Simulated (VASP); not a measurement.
# GaN in VASP: further runs

GaN is run at these levels: PBE; tasks: relaxation of cell and atoms, single point.

Program: VASP 6.6.1. These are calculated values, not measurements. Logs are shortened: lines on timing, memory, paths and dates and some standing lists are left out, and cuts for length are marked.

**1. The cell of the first run**

Symmetry: P6_3mc, No. 186, hexagonal system. The conventional cell has a = 3.189 Å, b = 3.189 Å, c = 5.192 Å, α = 90.00°, β = 90.00°, γ = 120.00°. Within 2.6 Å of Ga (site symmetry 3m) lie 4 N at 1.95 to 1.96 Å. N (site symmetry 3m) has 4 Ga at 1.95 to 1.96 Å within 2.6 Å.

**2. Relaxation of cell and atoms, PBE**

INCAR reads:

```
SYSTEM = GaN
ALGO = Normal
EDIFF = 1E-6
EDIFFG = -0.005
ENCUT = 600
GGA = PE
IBRION = 2
ISIF = 3
ISMEAR = 0
LASPH = .True.
LCHARG = .False.
LREAL = .False.
LWAVE = .False.
NELM = 60
NSW = 100
PREC = Accurate
SIGMA = 0.02
```

KPOINTS reads:

```
k-points
0
Gamma
  12 12 6
  0 0 0
```

POSCAR reads:

```
GaN
1.0
    3.1889304035      0.0000000000      0.0000000000
   -1.5944652018      2.7616947404      0.0000000000
    0.0000000000      0.0000000000      5.1923572500
Ga N
2 2
Direct
    0.6666666700      0.3333333300      0.4990837100
    0.3333333300      0.6666666700      0.9990837100
    0.6666666700      0.3333333300      0.8759162900
    0.3333333300      0.6666666700      0.3759162900
```

Potentials or basis: VASP PAW PBE potentials, release 64 (Ga_d, N).

Command:

```console
$ cat potpaw_PBE.64/Ga_d/POTCAR potpaw_PBE.64/N/POTCAR > POTCAR
$ mpirun -np 1 vasp_std > vasp.out
```

OUTCAR:

```text
SYSTEM = GaN
   EDIFF = 1E-6
   EDIFFG = -0.005
   ENCUT = 600
   GGA = PE
   IBRION = 2
   ISIF = 3
   ISMEAR = 0
   LASPH = .True.
   LREAL = .False.
   NELM = 60
   NSW = 100
   PREC = Accurate

 ion  position               nearest neighbor table
   1  0.667  0.333  0.499-   4 1.95   4 1.95   4 1.95   3 1.96
   2  0.333  0.667  0.999-   3 1.95   3 1.95   3 1.95   4 1.96
   3  0.667  0.333  0.876-   2 1.95   2 1.95   2 1.95   1 1.96
   4  0.333  0.667  0.376-   1 1.95   1 1.95   1 1.95   2 1.96

  LATTYP: Found a hexagonal cell.
 ALAT       =     3.1889304035
 C/A-ratio  =     1.6282441424

  Lattice vectors:

 A1 = (   3.1889304035,   0.0000000000,   0.0000000000)
 A2 = (  -1.5944652018,   2.7616947404,   0.0000000000)
 A3 = (   0.0000000000,   0.0000000000,   5.1923572500)

Analysis of symmetry for initial positions (statically):
=====================================================================
 Subroutine PRICEL returns:
 Original cell was already a primitive cell.

 Routine SETGRP: Setting up the symmetry group for a
 hexagonal supercell.

 Subroutine GETGRP returns: Found 12 space group operations
 (whereof  6 operations were pure point group operations)
 out of a pool of 24 trial point group operations.

The static configuration has the point symmetry C_3v.
 The point group associated with its full space group is C_6v.

Analysis of symmetry for dynamics (positions and initial velocities):
=====================================================================
 Subroutine PRICEL returns:
 Original cell was already a primitive cell.

 Routine SETGRP: Setting up the symmetry group for a
 hexagonal supercell.

 Subroutine GETGRP returns: Found 12 space group operations
 (whereof  6 operations were pure point group operations)
 out of a pool of 24 trial point group operations.

The dynamic configuration has the point symmetry C_3v.
 The point group associated with its full space group is C_6v.

 Subroutine INISYM returns: Found 12 space group operations
 (whereof  6 operations are pure point group operations),
 and found     1 'primitive' translations

----------------------------------------------------------------------------------------

                                     Primitive cell

  volume of cell :      45.7283

  direct lattice vectors                    reciprocal lattice vectors
     3.188930404  0.000000000  0.000000000     0.313584768  0.181048250  0.000000000
    -1.594465202  2.761694740  0.000000000     0.000000000  0.362096500  0.000000000
     0.000000000  0.000000000  5.192357250     0.000000000  0.000000000  0.192590754

  length of vectors
     3.188930404  3.188930404  5.192357250     0.362096500  0.362096500  0.192590754

  position of ions in fractional coordinates (direct lattice)
     0.666666670  0.333333330  0.499083710
     0.333333330  0.666666670  0.999083710
     0.666666670  0.333333330  0.875916290
     0.333333330  0.666666670  0.375916290

  ion indices of the primitive-cell ions
   primitive index   ion index
                 1           1
                 2           2
                 3           3
                 4           4

----------------------------------------------------------------------------------------

 KPOINTS: k-points

Automatic generation of k-mesh.
 Grid dimensions read from file:
 generate k-points for:   12   12    6

 Generating k-lattice:

  Cartesian coordinates                     Fractional coordinates (reciprocal lattice)
     0.026132064  0.015087354  0.000000000     0.083333333  0.000000000  0.000000000
     0.000000000  0.030174708  0.000000000     0.000000000  0.083333333  0.000000000
     0.000000000  0.000000000  0.032098459     0.000000000  0.000000000  0.166666667

  Length of vectors
     0.030174708  0.030174708  0.032098459

  Shift w.r.t. Gamma in fractional coordinates (k-lattice)
     0.000000000  0.000000000  0.000000000

 Subroutine IBZKPT returns following result:
 ===========================================

 Found     76 irreducible k-points:

 Following reciprocal coordinates:
            Coordinates               Weight
  0.000000  0.000000  0.000000      1.000000
  0.083333  0.000000  0.000000      6.000000
  0.166667  0.000000  0.000000      6.000000
  0.250000  0.000000  0.000000      6.000000
  0.333333  0.000000  0.000000      6.000000
  0.416667  0.000000  0.000000      6.000000
[... 16 lines left out ...]
  0.250000  0.000000  0.166667     12.000000
  0.333333  0.000000  0.166667     12.000000
 [... further k-points ...]
   k-points           NKPTS =     76   k-points in BZ     NKDIM =     76   number of bands    NBANDS=     22
   number of dos      NEDOS =    301   number of ions     NIONS =      4
   total plane-waves  NPLWV =  32928
   dimension x,y,z NGX =    28 NGY =   28 NGZ =   42
   dimension x,y,z NGXF=    56 NGYF=   56 NGZF=   84
   ions per type =               2   2
   NGX,Y,Z   is equivalent  to a cutoff of  14.60, 14.60, 13.45 a.u.
   NGXF,Y,Z  is equivalent  to a cutoff of  29.19, 29.19, 26.89 a.u.
 SYSTEM =  GaN
   PREC   = accura    normal or accurate (medium, high low for compatibility)
   ISTART =      0    job   : 0-new  1-cont  2-samecut
   ICHARG =      2    charge: 1-file 2-atom 10-const
   ISPIN  =      1    spin polarized calculation?
   LNONCOLLINEAR =      F non collinear calculations
   LSORBIT =      F    spin-orbit coupling
   LASPH  =      T    aspherical Exc in radial PAW
   ENCUT  =  600.0 eV  44.10 Ry    6.64 a.u.   6.37  6.37 10.37*2*pi/ulx,y,z
   NELM   =     60;   NELMIN=  2; NELMDL= -5     # of ELM steps
   EDIFF  = 0.1E-05   stopping-criterion for ELM
   LREAL  =      F    real-space projection
   EDIFFG = -.5E-02   stopping-criterion for IOM
   NSW    =    100    number of steps for IOM
   IBRION =      2    ionic relax: 0-MD 1-quasi-New 2-CG
   NFREE  =      1    steps in history (QN), initial steepest desc. (CG)
   ISIF   =      3    stress and relaxation
   ISYM   =      2    0-nonsym 1-usesym 2-fastsym
   POTIM  = 0.5000    time-step for ionic-motion
   TEBEG  =    0.0;   TEEND  =   0.0 temperature during run
   PSTRESS=    0.0 pullay stress
   NELECT =      36.0000    total number of electrons
   NUPDOWN=      -1.0000    fix difference up-down
   EMIN   =  10.00;   EMAX   =-10.00  energy-range for DOS
   EFERMI =   0.00;   METHOD = LEGACY
   ISMEAR =     0;   SIGMA  =   0.02  broadening in eV -4-tet -1-fermi 0-gaus
   EFERMI_NEDOS =   21; number of points for ismear=-14 and -15
   IALGO  =     38    algorithm
   IMIX   =      4    mixing-type and parameters
     AMIX     =   0.40;   BMIX     =  1.00
     AMIX_MAG =   1.60;   BMIX_MAG =  1.00
  volume/ion in A,a.u.               =      11.43        77.15
  Fermi-wavevector in a.u.,A,eV,Ry     =   1.511636  2.856578 31.089905  2.285044
  Thomas-Fermi vector in A             =   2.621667
   LORBIT       =      0    0 simple, 1 ext, 2 COOP (PROOUT), +10 PAW based schemes
   GGA     = PE    functional components
   LHFCALC =     F    Hartree Fock is set to
   AEXX    =    0.0000 exact exchange contribution
   IVDW    =     0    specifies the selected vdW correction
   LEPSILON=     F    determine dielectric tensor
   LRPA    =     F    only Hartree local field effects (RPA)
 conjugate gradient relaxation of ions
 non-spin polarized calculation
 Gauss-broadening in eV      SIGMA  =   0.02
  energy-cutoff  :      600.00
  volume of cell :       45.73
 maximum number of plane-waves:      1550
 NGX is ok and might be reduce to    28
   NGX = 13   NGY = 13   NGZ = 21

--------------------------------------- Ionic step        1  -------------------------------------------

 number of electron      35.9999997 magnetization

 Free energy of the ion-electron system (eV)
  ---------------------------------------------------
  ext. energy  EPLUGINS =         0.00000000
  ---------------------------------------------------
  free energy    TOTEN  =       -24.30906874 eV

  energy without entropy =      -24.30906874  energy(sigma->0) =      -24.30906874

------------------------ aborting loop because EDIFF is reached ----------------------------------------

  FORCE on cell =-STRESS in cart. coord.  units (eV):
  Direction    XX          YY          ZZ          XY          YZ          ZX
  --------------------------------------------------------------------------------------
  -------------------------------------------------------------------------------------
  Total        1.4255735      1.4255735      1.4677445     -0.0000000      0.0000000      0.0000000
  in kB       49.9476318     49.9476318     51.4251746     -0.0000000      0.0000000      0.0000000
  external PRESSURE =      50.4401461 kB  Pullay stress =       0.0000000 kB

 VOLUME and BASIS-vectors are now :
 -----------------------------------------------------------------------------
  energy-cutoff  :      600.00
  volume of cell :       45.73
      direct lattice vectors                 reciprocal lattice vectors
     3.188930404  0.000000000  0.000000000     0.313584768  0.181048250  0.000000000
    -1.594465202  2.761694740  0.000000000     0.000000000  0.362096500  0.000000000
     0.000000000  0.000000000  5.192357250     0.000000000  0.000000000  0.192590754
[... 191 lines left out ...]
 POSITION                                       TOTAL-FORCE (eV/Angst)
 -----------------------------------------------------------------------------------
      1.60893      0.92891      2.61604         0.000000      0.000000      0.001027
     -0.00000      1.85783      5.23671        -0.000000     -0.000000      0.001027
      1.60893      0.92891      4.59083         0.000000      0.000000     -0.001027
     -0.00000      1.85783      1.97015        -0.000000     -0.000000     -0.001027
 -----------------------------------------------------------------------------------
    total drift:                               -0.000010      0.000007      0.000349

  FREE ENERGIE OF THE ION-ELECTRON SYSTEM (eV)
  ---------------------------------------------------
  free  energy   TOTEN  =       -24.3290256292 eV

  energy  without entropy=      -24.3290256292  energy(sigma->0) =      -24.32902563

--------------------------------------- Ionic step        7  -------------------------------------------

 number of electron      36.0000002 magnetization

 Free energy of the ion-electron system (eV)
  ---------------------------------------------------
  ext. energy  EPLUGINS =         0.00000000
  ---------------------------------------------------
  free energy    TOTEN  =       -24.32902809 eV

  energy without entropy =      -24.32902809  energy(sigma->0) =      -24.32902809

 E-fermi :   5.1248     XC(G=0): -11.5181

 val. band max:        5.0145209045   @ k =   0.0000   0.0000   0.0000
 cond. band min:       6.7344679652   @ k =   0.0000   0.0000   0.0000
 fundamental gap:      1.7199470607
 Fermi energy:         5.1248347211

 k-point     1 :       0.0000    0.0000    0.0000
  band No.  band energies     occupation
      1     -10.7257      2.00000
      2      -9.9006      2.00000
      3      -8.4065      2.00000
      4      -8.3921      2.00000
      5      -8.3921      2.00000
      6      -8.3362      2.00000
[... 14 lines left out ...]
     21      14.0425      0.00000
     22      14.7449      0.00000
[... 552 lines left out ...]
  band No.  band energies     occupation
      1     -10.0281      2.00000
      2      -9.7779      2.00000
      3      -8.3468      2.00000
      4      -8.3174      2.00000
      5      -8.2634      2.00000
      6      -8.2052      2.00000
[... 14 lines left out ...]
     21      11.9059      0.00000
     22      13.0863      0.00000

 [... further k-points ...]

------------------------ aborting loop because EDIFF is reached ----------------------------------------

  FORCE on cell =-STRESS in cart. coord.  units (eV):
  Direction    XX          YY          ZZ          XY          YZ          ZX
  --------------------------------------------------------------------------------------
  -------------------------------------------------------------------------------------
  Total       -0.0173005     -0.0173005      0.0067583      0.0000000     -0.0000000      0.0000000
  in kB       -0.5896730     -0.5896730      0.2303494      0.0000000     -0.0000000      0.0000000
  external PRESSURE =      -0.3163322 kB  Pullay stress =       0.0000000 kB

 VOLUME and BASIS-vectors are now :
 -----------------------------------------------------------------------------
  energy-cutoff  :      600.00
  volume of cell :       47.01
      direct lattice vectors                 reciprocal lattice vectors
     3.217988250 -0.000000000 -0.000000000     0.310753155  0.179413417  0.000000000
    -1.608994125  2.786859573  0.000000000     0.000000000  0.358826835  0.000000000
     0.000000000  0.000000000  5.241531491     0.000000000 -0.000000000  0.190783934

 POSITION                                       TOTAL-FORCE (eV/Angst)
 -----------------------------------------------------------------------------------
      1.60899      0.92895      2.61612        -0.000000      0.000000      0.001067
     -0.00000      1.85791      5.23689         0.000000     -0.000000      0.001067
      1.60899      0.92895      4.59098        -0.000000      0.000000     -0.001067
     -0.00000      1.85791      1.97022         0.000000     -0.000000     -0.001067
 -----------------------------------------------------------------------------------
    total drift:                               -0.000010      0.000007     -0.000072

  FREE ENERGIE OF THE ION-ELECTRON SYSTEM (eV)
  ---------------------------------------------------
  free  energy   TOTEN  =       -24.3290280895 eV

  energy  without entropy=      -24.3290280895  energy(sigma->0) =      -24.32902809

 reached required accuracy - stopping structural energy minimisation
```

Wall time 9.8 min (1 thread of Intel Xeon 8259CL, shared host); peak memory 0.24 GiB.

Results:

```
Free energy                           : -24.3290 eV
Relaxed volume                        : 11.75 Å³/atom
Relaxed cell                          : a = 3.218 Å, b = 3.218 Å, c = 5.242 Å, α = 90.00°, β = 90.00°, γ = 120.00°
Space group after relaxing (to 0.1 Å) : P6_3mc (No. 186)
Energy gained by relaxing             : 5.0 meV/atom
Ionic steps                           : 7
Pressure after relaxing               : 0.0 GPa
Band gap on the k mesh                : 1.72 eV
```

Stress tensor (GPa, compression positive):
```
-0.06  0.00  0.00
 0.00 -0.06  0.00
 0.00  0.00  0.02
```

Step by step:
```tsv
step	energy change (eV)	largest force (eV/Å)	pressure (GPa)	volume (Å³)
1	0.0000	0.0058	5.04	45.73
2	-0.0062	0.0042	-3.78	48.15
3	-0.0200	0.0003	0.03	47.03
4	-0.0200	0.0002	-0.47	47.05
5	-0.0196	0.0039	0.70	46.84
6	-0.0200	0.0010	0.06	47.00
7	-0.0200	0.0011	-0.03	47.01
```

Final structure:
```
CELL_PARAMETERS angstrom
3.21799 0.00000 0.00000
-1.60899 2.78686 0.00000
0.00000 0.00000 5.24153
ATOMIC_POSITIONS crystal
Ga 0.66667 0.33333 0.49911
Ga 0.33333 0.66667 0.99911
N 0.66667 0.33333 0.87589
N 0.33333 0.66667 0.37589
```

**3. Single point, PBE**

This run uses another cell than the first one, of 11.49 Å³/atom.

INCAR reads:

```
SYSTEM = GaN
ALGO     = Normal         ! electronic algorithm
EDIFF    = 1E-6           ! SCF threshold, eV
ENCUT    = 520            ! plane-wave cutoff, eV
GGA      = PE             ! functional
ISIF     = 2              ! what is computed and relaxed
ISMEAR   = 0              ! smearing method
LASPH    = .True.         ! aspherical terms in the spheres
LCHARG   = .False.        ! write CHGCAR
LREAL    = .False.        ! projectors in reciprocal space
LWAVE    = .False.        ! write WAVECAR
NBANDS   = 26             ! bands
NELM     = 60             ! most SCF steps
PREC     = Accurate       ! precision mode
SIGMA    = 0.02           ! smearing width, eV
```

KPOINTS is that of step 2.

POSCAR reads:

```
GaN
1.0
    3.0896354800     -0.0017671683      0.0000000000
   -1.5464278616      2.8218220123      0.0000000000
    0.0000000000      0.0000000000      5.2750308643
Ga N
2 2
Direct
    0.6650288088      0.3301676547      0.5008229765
    0.3349711912      0.6698323453      1.0008229765
    0.6615041568      0.3234641208      0.8741770235
    0.3384958432      0.6765358792      0.3741770235
```

Potentials or basis: VASP PAW PBE potentials, release 64 (Ga_d, N).

Command:

```console
$ cat potpaw_PBE.64/Ga_d/POTCAR potpaw_PBE.64/N/POTCAR > POTCAR
$ mpirun -np 1 vasp_std > vasp.out
```

Wall time 6.3 min (1 thread of Intel Xeon 8259CL, shared host); peak memory 0.39 GiB.

It converged, with:

| Quantity | Value |
| --- | --- |
| Free energy | -24.2576 eV |
| Pressure | 4.1 GPa |
| Band gap on the k mesh | 1.59 eV |

Stress tensor (GPa, compression positive):
```
12.06  0.11  0.00
 0.11  0.13  0.00
 0.00  0.00  0.09
```

Levels at points of the mesh, in eV from the valence-band top:
```tsv
k point	band 15	band 16	band 17	band 18	band 19	band 20	band 21	band 22
(0.00, 0.00, 0.00)	-0.89	-0.34	-0.34	0.00	1.59	4.14	8.78	9.56
(0.50, 0.00, 0.00)	-4.34	-3.02	-2.35	-1.32	4.65	5.04	5.63	8.35
(0.00, 0.50, 0.00)	-4.49	-2.57	-2.42	-0.87	5.62	5.65	5.79	7.99
(0.50, 0.50, 0.00)	-4.35	-3.01	-2.36	-1.31	4.68	5.06	5.63	8.34
(0.00, 0.00, 0.50)	-0.88	-0.88	-0.46	-0.46	4.01	4.01	8.09	8.09
(0.50, 0.00, 0.50)	-2.25	-2.25	-2.16	-2.16	4.03	4.03	7.37	7.37
(0.00, 0.50, 0.50)	-2.22	-2.22	-1.70	-1.70	4.18	4.18	7.83	7.83
(0.50, 0.50, 0.50)	-2.24	-2.24	-2.16	-2.16	4.03	4.03	7.38	7.38
```

Caveat: the stress differs along the axes, from 0 to 12 GPa.

**4. Single point, PBE (uniaxial strain along a: -4.0 %)**

INCAR reads:

```
ALGO     = Normal         # electronic algorithm
EDIFF    = 1E-6           # SCF threshold, eV
ENCUT    = 520            # plane-wave cutoff, eV
GGA      = PE             # functional
ISIF     = 2              # what is computed and relaxed
ISMEAR   = 0              # smearing method
LASPH    = True           # aspherical terms in the spheres
LCHARG   = False          # write CHGCAR
LREAL    = False          # projectors in reciprocal space
LWAVE    = False          # write WAVECAR
NBANDS   = 26             # bands
NELM     = 60             # most SCF steps
PREC     = Accurate       # precision mode
SIGMA    = 0.02           # smearing width, eV
```

KPOINTS reads:

```
k-points
0
Gamma
  12 12 6
```

POSCAR reads:

```
GaN
1.0
    3.0896359854      0.0000000000      0.0000000000
   -1.5448179927      2.8150627962      0.0000000000
    0.0000000000      0.0000000000      5.2956001196
Ga N
2 2
Direct
    0.6659266350      0.3319059519      0.4999566282
    0.3340733650      0.6680940481      0.9999566282
    0.6640475737      0.3283214338      0.8750433718
    0.3359524263      0.6716785662      0.3750433718
```

Command:

```console
$ cat potpaw_PBE.64/Ga_d/POTCAR potpaw_PBE.64/N/POTCAR > POTCAR
$ mpirun -np 1 vasp_std > vasp.out
```

It took 6.3 min on 1 thread of Intel Xeon 8259CL, shared host; peak memory 0.39 GiB.

The run converged. Its results:

| Item | Value |
| --- | --- |
| Free energy | -24.2512 eV |
| Pressure | 4.0 GPa |
| Largest force | 0.269 eV/Å |
| Band gap on the k mesh | 1.60 eV |

Forces in eV/Å, atoms in the order of the input:
```
Ga   0.005 -0.195  0.147
Ga  -0.005  0.195  0.147
N    0.006 -0.225 -0.147
N   -0.006  0.225 -0.147
```

Stress tensor (GPa, compression positive):
```
13.67 -0.03  0.00
-0.03  0.18  0.00
 0.00  0.00 -1.78
```

Levels at points of the mesh, in eV from the valence-band top:
```tsv
k point	band 16	band 17	band 18	band 19	band 20	band 21
(0.00, 0.00, 0.00)	-0.30	-0.29	0.00	1.60	4.19	8.75
(0.50, 0.00, 0.00)	-2.96	-2.32	-1.31	4.74	5.10	5.68
(0.50, 0.50, 0.00)	-2.96	-2.32	-1.31	4.74	5.10	5.69
(0.00, 0.50, 0.00)	-2.43	-2.41	-0.89	5.57	5.64	5.72
(0.00, 0.00, 0.50)	-0.79	-0.46	-0.46	4.04	4.04	8.08
(0.50, 0.00, 0.50)	-2.21	-2.11	-2.11	4.05	4.05	7.39
(0.50, 0.50, 0.50)	-2.21	-2.10	-2.10	4.05	4.05	7.39
(0.00, 0.50, 0.50)	-2.20	-1.71	-1.71	4.22	4.22	7.78
```

Caveat: the cell differs from its parent crystal (uniaxial strain along a: -4.0 %); the stress differs along the axes, from -2 to 14 GPa.

(Part 1 of 2 ends here.)
